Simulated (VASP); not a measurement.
# HfN (Pm-3m) in VASP: a series of runs

Aim: see how the results for HfN move with the level of theory and the settings. Levels: LDA, RPBE. Tasks: single point.

Program: VASP 6.6.1. These are calculated values, not measurements. Logs are shortened: lines on timing, memory, paths and dates and some standing lists are left out, and cuts for length are marked.

## Step 1: The cell of the first run

Symmetry: Pm-3m, No. 221, cubic system. The conventional cell has a = 2.844 Å, b = 2.844 Å, c = 2.844 Å, α = 90.00°, β = 90.00°, γ = 90.00°. Within 3.3 Å of Hf (site symmetry m-3m) lie 8 N at 2.46 Å and 6 Hf at 2.84 Å. N (site symmetry m-3m) has 8 Hf at 2.46 Å and 6 N at 2.84 Å within 3.3 Å.

## Step 2: Single point, LDA

Input file INCAR:

```
SYSTEM = HfN
  PREC = Accurate
  ENCUT = 520
  EDIFF = 1E-6
  ISMEAR = -1
  SIGMA = 0.05
  LREAL = .False.
  LASPH = .True.
  NELM = 60
  ALGO = Normal
  ISIF = 2
  LWAVE = .False.
  LCHARG = .True.
  GGA = CA
  LELF = .True.
  LVHAR = .True.
  NBANDS = 14
```

Input file KPOINTS:

```
Automatic mesh
0
Gamma
  9 9 9
  0 0 0
```

Input file POSCAR:

```
HfN
1.0
    2.8437393532      0.0000000000      0.0000000000
    0.0000000000      2.8437393532      0.0000000000
    0.0000000000      0.0000000000      2.8437393532
Hf N
1 1
Direct
    0.5000000000      0.5000000000      0.5000000000
    0.0000000000      0.0000000000      0.0000000000
```

Potentials or basis: VASP PAW LDA potentials, release 64 (Hf_pv, N).

On the command line:

```
> cat potpaw_LDA.64/Hf_pv/POTCAR potpaw_LDA.64/N/POTCAR > POTCAR
> mpirun -np 1 vasp_std > vasp.out
```

OUTCAR:

```text
SYSTEM = HfN
   PREC = Accurate
   ENCUT = 520
   EDIFF = 1E-6
   ISMEAR = -1
   LREAL = .False.
   LASPH = .True.
   NELM = 60
   ISIF = 2
   GGA = CA

 ion  position               nearest neighbor table
   1  0.500  0.500  0.500-   2 2.46   2 2.46   2 2.46   2 2.46   2 2.46   2 2.46   2 2.46   2 2.46

   2  0.000  0.000  0.000-   1 2.46   1 2.46   1 2.46   1 2.46   1 2.46   1 2.46   1 2.46   1 2.46

  LATTYP: Found a simple cubic cell.
 ALAT       =     2.8437393532

  Lattice vectors:

 A1 = (   2.8437393532,   0.0000000000,   0.0000000000)
 A2 = (   0.0000000000,   2.8437393532,   0.0000000000)
 A3 = (   0.0000000000,   0.0000000000,   2.8437393532)

Analysis of symmetry for initial positions (statically):
=====================================================================
 Subroutine PRICEL returns:
 Original cell was already a primitive cell.

 Routine SETGRP: Setting up the symmetry group for a
 simple cubic supercell.

 Subroutine GETGRP returns: Found 48 space group operations
 (whereof 48 operations were pure point group operations)
 out of a pool of 48 trial point group operations.

The static configuration has the point symmetry O_h .

Analysis of symmetry for dynamics (positions and initial velocities):
=====================================================================
 Subroutine PRICEL returns:
 Original cell was already a primitive cell.

 Routine SETGRP: Setting up the symmetry group for a
 simple cubic supercell.

 Subroutine GETGRP returns: Found 48 space group operations
 (whereof 48 operations were pure point group operations)
 out of a pool of 48 trial point group operations.

The dynamic configuration has the point symmetry O_h .

 Subroutine INISYM returns: Found 48 space group operations
 (whereof 48 operations are pure point group operations),
 and found     1 'primitive' translations

----------------------------------------------------------------------------------------

                                     Primitive cell

  volume of cell :      22.9969

  direct lattice vectors                    reciprocal lattice vectors
     2.843739353  0.000000000  0.000000000     0.351649668  0.000000000  0.000000000
     0.000000000  2.843739353  0.000000000     0.000000000  0.351649668  0.000000000
     0.000000000  0.000000000  2.843739353     0.000000000  0.000000000  0.351649668

  length of vectors
     2.843739353  2.843739353  2.843739353     0.351649668  0.351649668  0.351649668

  position of ions in fractional coordinates (direct lattice)
     0.500000000  0.500000000  0.500000000
     0.000000000  0.000000000  0.000000000

  ion indices of the primitive-cell ions
   primitive index   ion index
                 1           1
                 2           2

----------------------------------------------------------------------------------------

 KPOINTS: Automatic mesh

Automatic generation of k-mesh.
 Grid dimensions read from file:
 generate k-points for:    9    9    9

 Generating k-lattice:

  Cartesian coordinates                     Fractional coordinates (reciprocal lattice)
     0.039072185  0.000000000  0.000000000     0.111111111  0.000000000  0.000000000
     0.000000000  0.039072185  0.000000000     0.000000000  0.111111111  0.000000000
     0.000000000  0.000000000  0.039072185     0.000000000  0.000000000  0.111111111

  Length of vectors
     0.039072185  0.039072185  0.039072185

  Shift w.r.t. Gamma in fractional coordinates (k-lattice)
     0.000000000  0.000000000  0.000000000

 Subroutine IBZKPT returns following result:
 ===========================================

 Found     35 irreducible k-points:

 Following reciprocal coordinates:
            Coordinates               Weight
  0.000000  0.000000  0.000000      1.000000
  0.111111  0.000000  0.000000      6.000000
  0.222222  0.000000  0.000000      6.000000
  0.333333  0.000000  0.000000      6.000000
  0.444444  0.000000  0.000000      6.000000
  0.111111  0.111111  0.000000     12.000000
[... 16 lines left out ...]
  0.333333  0.333333  0.111111     24.000000
  0.444444  0.333333  0.111111     48.000000
 [... further k-points ...]
   k-points           NKPTS =     35   k-points in BZ     NKDIM =     35   number of bands    NBANDS=     14
   number of dos      NEDOS =    301   number of ions     NIONS =      2
   total plane-waves  NPLWV =  13824
   dimension x,y,z NGX =    24 NGY =   24 NGZ =   24
   dimension x,y,z NGXF=    48 NGYF=   48 NGZF=   48
   ions per type =               1   1
   NGX,Y,Z   is equivalent  to a cutoff of  14.03, 14.03, 14.03 a.u.
   NGXF,Y,Z  is equivalent  to a cutoff of  28.06, 28.06, 28.06 a.u.
 SYSTEM =  HfN
   PREC   = accura    normal or accurate (medium, high low for compatibility)
   ISTART =      0    job   : 0-new  1-cont  2-samecut
   ICHARG =      2    charge: 1-file 2-atom 10-const
   ISPIN  =      1    spin polarized calculation?
   LNONCOLLINEAR =      F non collinear calculations
   LSORBIT =      F    spin-orbit coupling
   LASPH  =      T    aspherical Exc in radial PAW
   ENCUT  =  520.0 eV  38.22 Ry    6.18 a.u.   5.29  5.29  5.29*2*pi/ulx,y,z
   NELM   =     60;   NELMIN=  2; NELMDL= -5     # of ELM steps
   EDIFF  = 0.1E-05   stopping-criterion for ELM
   LREAL  =      F    real-space projection
   EDIFFG = 0.1E-04   stopping-criterion for IOM
   NSW    =      0    number of steps for IOM
   IBRION =     -1    ionic relax: 0-MD 1-quasi-New 2-CG
   NFREE  =      0    steps in history (QN), initial steepest desc. (CG)
   ISIF   =      2    stress and relaxation
   ISYM   =      2    0-nonsym 1-usesym 2-fastsym
   POTIM  = 0.5000    time-step for ionic-motion
   TEBEG  =    0.0;   TEEND  =   0.0 temperature during run
   PSTRESS=    0.0 pullay stress
   NELECT =      15.0000    total number of electrons
   NUPDOWN=      -1.0000    fix difference up-down
   EMIN   =  10.00;   EMAX   =-10.00  energy-range for DOS
   EFERMI =   0.00;   METHOD = LEGACY
   ISMEAR =    -1;   SIGMA  =   0.05  broadening in eV -4-tet -1-fermi 0-gaus
   EFERMI_NEDOS =   21; number of points for ismear=-14 and -15
   IALGO  =     38    algorithm
   IMIX   =      4    mixing-type and parameters
     AMIX     =   0.40;   BMIX     =  1.00
     AMIX_MAG =   1.60;   BMIX_MAG =  1.00
  volume/ion in A,a.u.               =      11.50        77.60
  Fermi-wavevector in a.u.,A,eV,Ry     =   1.419762  2.682961 27.425581  2.015723
  Thomas-Fermi vector in A             =   2.540748
   LORBIT       =      0    0 simple, 1 ext, 2 COOP (PROOUT), +10 PAW based schemes
   GGA     = CA    functional components
   LHFCALC =     F    Hartree Fock is set to
   AEXX    =    0.0000 exact exchange contribution
   IVDW    =     0    specifies the selected vdW correction
   LEPSILON=     F    determine dielectric tensor
   LRPA    =     F    only Hartree local field effects (RPA)
 non-spin polarized calculation
  energy-cutoff  :      520.00
  volume of cell :       23.00
 maximum number of plane-waves:       635
 NGX is ok and might be reduce to    24
   NGX = 11   NGY = 11   NGZ = 11

 number of electron      14.9999997 magnetization

 Free energy of the ion-electron system (eV)
  ---------------------------------------------------
  ext. energy  EPLUGINS =         0.00000000
  ---------------------------------------------------
  free energy    TOTEN  =       -21.78484036 eV

  energy without entropy =      -21.77354658  energy(sigma->0) =      -21.77919347

 E-fermi :   7.0682     XC(G=0): -13.0812

 val. band max:        6.9414078063   @ k =   0.3333   0.3333   0.0000
 cond. band min:       7.1074886165   @ k =   0.4444   0.3333   0.1111
 fundamental gap:      0.1660808102
 Fermi energy:         7.0681911209

 k-point     1 :       0.0000    0.0000    0.0000
  band No.  band energies     occupation
      1     -22.9938      2.00000
      2     -22.9938      2.00000
      3     -22.9938      2.00000
      4      -8.6856      2.00000
      5       4.6924      2.00000
      6       4.6924      2.00000
      7       6.0465      2.00000
      8       6.0465      2.00000
      9       6.0465      2.00000
     10      10.2610      0.00000
     11      13.2075      0.00000
     12      13.2075      0.00000
     13      13.2075      0.00000
     14      19.1069      0.00000

 k-point     2 :       0.1111    0.0000    0.0000
  band No.  band energies     occupation
      1     -23.1573      2.00000
      2     -22.9795      2.00000
      3     -22.9795      2.00000
      4      -8.4536      2.00000
      5       4.0214      2.00000
      6       4.8098      2.00000
      7       5.8534      2.00000
      8       5.8534      2.00000
      9       6.4313      1.99999
     10      11.0475      0.00000
     11      13.2600      0.00000
     12      13.2600      0.00000
     13      13.2716      0.00000
     14      19.1068      0.00000

 k-point     3 :       0.2222    0.0000    0.0000
  band No.  band energies     occupation
      1     -23.5520      2.00000
      2     -22.9428      2.00000
      3     -22.9428      2.00000
      4      -7.8368      2.00000
      5       2.3892      2.00000
      6       5.1278      2.00000
      7       5.3806      2.00000
      8       5.3806      2.00000
      9       8.0375      0.00000
     10      12.5105      0.00000
     11      13.4386      0.00000
     12      13.4386      0.00000
     13      13.4388      0.00000
     14      19.1065      0.00000
[... 324 lines left out ...]
 k-point    23 :       0.3333    0.3333    0.1111
  band No.  band energies     occupation
      1     -23.8176      2.00000
      2     -23.7651      2.00000
      3     -22.9578      2.00000
      4      -6.6452      2.00000
      5       1.8678      2.00000
      6       3.0932      2.00000
      7       4.9828      2.00000
      8       7.4135      0.00200
      9      10.6125      0.00000
     10      10.6928      0.00000
     11      12.6338      0.00000
     12      12.6492      0.00000
     13      15.9497      0.00000
     14      19.1099      0.00000

 k-point    24 :       0.4444    0.3333    0.1111
  band No.  band energies     occupation
      1     -24.0348      2.00000
      2     -23.7440      2.00000
      3     -22.9304      2.00000
      4      -6.5767      2.00000
      5       1.8785      2.00000
      6       2.9129      2.00000
      7       5.3480      2.00000
      8       7.1075      0.62608
      9      10.1459      0.00000
     10      10.6489      0.00000
     11      12.3653      0.00000
     12      13.7340      0.00000
     13      17.4811      0.00000
     14      19.1135      0.00000

 [... further k-points ...]

------------------------ aborting loop because EDIFF is reached ----------------------------------------

  FORCE on cell =-STRESS in cart. coord.  units (eV):
  Direction    XX          YY          ZZ          XY          YZ          ZX
  --------------------------------------------------------------------------------------
  -------------------------------------------------------------------------------------
  Total       -2.9420622     -2.9420622     -2.9420622      0.0000000      0.0000000      0.0000000
  in kB     -204.9713088   -204.9713088   -204.9713088      0.0000000      0.0000000      0.0000000
  external PRESSURE =    -204.9713088 kB  Pullay stress =       0.0000000 kB

 VOLUME and BASIS-vectors are now :
 -----------------------------------------------------------------------------
  energy-cutoff  :      520.00
  volume of cell :       23.00
      direct lattice vectors                 reciprocal lattice vectors
     2.843739353  0.000000000  0.000000000     0.351649668  0.000000000  0.000000000
     0.000000000  2.843739353  0.000000000     0.000000000  0.351649668  0.000000000
     0.000000000  0.000000000  2.843739353     0.000000000  0.000000000  0.351649668

 POSITION                                       TOTAL-FORCE (eV/Angst)
 -----------------------------------------------------------------------------------
      1.42187      1.42187      1.42187         0.000000      0.000000      0.000000
      0.00000      0.00000      0.00000         0.000000      0.000000      0.000000
 -----------------------------------------------------------------------------------
    total drift:                                0.000000     -0.000000     -0.000000

  FREE ENERGIE OF THE ION-ELECTRON SYSTEM (eV)
  ---------------------------------------------------
  free  energy   TOTEN  =       -21.7848403623 eV

  energy  without entropy=      -21.7735465800  energy(sigma->0) =      -21.77919347
```

It took 6.1 s on 1 thread of AMD EPYC 9R45 (Zen 5), shared host; peak memory 0.1 GiB.

Results:

```
Free energy : -21.7848 eV
Pressure    : -20.5 GPa
```

Levels at points of the mesh, in eV from the Fermi level:
```
           k point  band 6  band 7  band 8  band 9  band 10  band 11
(0.00, 0.00, 0.00)   -2.38   -1.02   -1.02   -1.02     3.19     6.14
```

Caveat: spin-orbit coupling is left out, which moves the levels of the heavy elements.

## Step 3: Single point, LDA

This run uses another cell than the first one, of 11.72 Å³/atom, 1.020 times its volume.

Input file INCAR:

```
ALGO = Normal
EDIFF = 1E-7
ENCUT = 520
ISIF = 2
ISMEAR = -1
LASPH = True
LCHARG = False
LREAL = False
LWAVE = False
NBANDS = 14
NELM = 100
PREC = Accurate
SIGMA = 0.05
```

Input file KPOINTS:

```
k-points
0
Gamma
  9 9 9
```

Input file POSCAR:

```
HfN
1.0
    2.8622057106      0.0000000000      0.0000000000
    0.0000000000      2.8622057106      0.0000000000
    0.0000000000      0.0000000000      2.8622057106
Hf N
1 1
Direct
    0.5000000000      0.5000000000      0.5000000000
    0.0000000000      0.0000000000      0.0000000000
```

Potentials or basis: VASP PAW LDA potentials, release 64 (Hf_pv, N).

On the command line:

```
> cat potpaw_LDA.64/Hf_pv/POTCAR potpaw_LDA.64/N/POTCAR > POTCAR
> mpirun -np 1 vasp_std > vasp.out
```

Run time: 6.6 s. Hardware: 1 thread of AMD EPYC 9R45 (Zen 5), shared host; peak memory 0.1 GiB.

The run converged. Its results:

```
Free energy : -21.7225 eV
Pressure    : -24.0 GPa
```

Levels at points of the mesh, in eV from the Fermi level:
```csv
k point,band 6,band 7,band 8,band 9,band 10,band 11
"(0.00, 0.00, 0.00)",-2.30,-1.01,-1.01,-1.01,2.95,6.02
```

Caveat: spin-orbit coupling is left out, which moves the levels of the heavy elements.

## Step 4: Single point, RPBE

This run uses another cell than the first one, of 11.27 Å³/atom, 0.980 times its volume.

Input file INCAR:

```
ALGO     = Normal         # electronic algorithm
EDIFF    = 1E-6           # SCF threshold, eV
ENCUT    = 520            # plane-wave cutoff, eV
GGA      = RP             # functional
ISIF     = 2              # what is computed and relaxed
ISMEAR   = -1             # smearing method
LASPH    = True           # aspherical terms in the spheres
LCHARG   = False          # write CHGCAR
LREAL    = False          # projectors in reciprocal space
LWAVE    = False          # write WAVECAR
NBANDS   = 14             # bands
NELM     = 100            # most SCF steps
PREC     = Accurate       # precision mode
SIGMA    = 0.05           # smearing width, eV
```

KPOINTS is that of step 3.

Input file POSCAR:

```
HfN
1.0
    2.8250300000      0.0000000000      0.0000000000
    0.0000000000      2.8250300000      0.0000000000
    0.0000000000      0.0000000000      2.8250300000
Hf N
1 1
Direct
    0.5000000000      0.5000000000      0.5000000000
    0.0000000000      0.0000000000      0.0000000000
```

Potentials or basis: VASP PAW PBE potentials, release 64 (Hf_pv, N).

On the command line:

```
> cat potpaw_PBE.64/Hf_pv/POTCAR potpaw_PBE.64/N/POTCAR > POTCAR
> mpirun -np 1 vasp_std > vasp.out
```

It took 6.9 s on 1 thread of AMD EPYC 9R45 (Zen 5), shared host; peak memory 0.11 GiB.

Results (log left out):

```
Free energy : -18.7764 eV
Pressure    : 2.1 GPa
```

Levels at points of the mesh, in eV from the Fermi level:
| k point | band 4 | band 5 | band 6 | band 7 | band 8 | band 9 | band 10 | band 11 | band 12 | band 13 |
| --- | --- | --- | --- | --- | --- | --- | --- | --- | --- | --- |
| (0.00, 0.00, 0.00) | -16.22 | -2.43 | -2.43 | -1.12 | -1.12 | -1.12 | 3.28 | 6.33 | 6.33 | 6.33 |

Caveat: the PAW data sets were made with another functional, which shifts forces and pressure a little; spin-orbit coupling is left out, which moves the levels of the heavy elements.

## Step 5: Overview

| level | potentials or basis | cell | gap on the mesh (eV) | pressure (GPa) |
| --- | --- | --- | --- | --- |
| LDA | VASP PAW LDA potentials, release 64 (Hf_pv, N) | a = 2.844 Å, 2 atoms | none | -20.5 |
| LDA | VASP PAW LDA potentials, release 64 (Hf_pv, N) | a = 2.862 Å, 2 atoms | none | -24.0 |
| RPBE | VASP PAW PBE potentials, release 64 (Hf_pv, N) | a = 2.825 Å, 2 atoms | none | 2.1 |

Alike in all rows: task single point; no spin polarisation; k mesh 9 × 9 × 9; cutoff (eV) 520; smearing fermi-dirac 0.05 eV.

Caveats: spin-orbit coupling is left out, which moves the levels of the heavy elements; the PAW data sets were made with another functional, which shifts forces and pressure a little (some runs).

Total energies depend on the potentials used, so only differences within one code and one set of settings carry meaning.
